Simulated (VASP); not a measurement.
Input of a VASP 6.6.1 run:

Contents of POSCAR:

```
ZnS
1.0
    3.8998830775     -0.0405193013      0.0166851625
   -1.9850322830      3.3184132642      0.0819552955
    0.0273755512      0.1710721596      6.5424053846
Zn S
2 2
Direct
    0.3227201046      0.6655436936      0.0034528904
    0.6725640228      0.3370853312      0.5063491648
    0.3388568998      0.6521334428      0.3764431637
    0.6658589729      0.3452375324      0.8837547812
```

File INCAR.step1:

```
SYSTEM = ZnS
PREC     = Accurate       ! precision mode
ENCUT    = 520            ! plane-wave cutoff, eV
ISMEAR   = 0              ! smearing method
SIGMA    = 0.05           ! smearing width, eV
LREAL    = .False.        ! projectors in reciprocal space
LASPH    = .True.         ! aspherical terms in the spheres
NELM     = 60             ! most SCF steps
NBANDS   = 26             ! bands
GGA      = PE             ! functional
ALGO     = Normal         ! electronic algorithm
EDIFF    = 1E-4           ! SCF threshold, eV
LWAVE    = .True.         ! write WAVECAR
LCHARG   = .False.        ! write CHGCAR
```

File INCAR.step2:

```
SYSTEM = ZnS
PREC     = Accurate       ! precision mode
ENCUT    = 520            ! plane-wave cutoff, eV
EDIFF    = 1E-6           ! SCF threshold, eV
ISMEAR   = 0              ! smearing method
SIGMA    = 0.05           ! smearing width, eV
LREAL    = .False.        ! projectors in reciprocal space
LASPH    = .True.         ! aspherical terms in the spheres
NELM     = 60             ! most SCF steps
ALGO     = Normal         ! electronic algorithm
ISIF     = 2              ! what is computed and relaxed
LWAVE    = .False.        ! write WAVECAR
LCHARG   = .False.        ! write CHGCAR
METAGGA  = R2SCAN         ! meta-GGA
LMIXTAU  = .True.       
NBANDS   = 26             ! bands
ISTART   = 1
```

Contents of KPOINTS:

```
Automatic mesh
0
Gamma
  6 6 4
  0 0 0
```

Potentials or basis: VASP PAW PBE potentials, release 64 (Zn, S).

Run with:

```console
$ cat potpaw_PBE.64/Zn/POTCAR potpaw_PBE.64/S/POTCAR > POTCAR
$ cp INCAR.step1 INCAR
$ mpirun -np 1 vasp_std > vasp.out
$ cp INCAR.step2 INCAR
$ mpirun -np 1 vasp_std > vasp.out
```

(1) Predict the largest force.

(2) What does it give for the pressure?

(3) Estimate the band gap on the k mesh.

Answers

(1) 0.369 eV/Å.

(2) -4.5 GPa.

(3) 2.25 eV, direct.

Caveat: the cell differs from its parent crystal (atoms moved at random and the cell strained at random); the PAW data sets were made with another functional, which shifts forces and pressure a little.
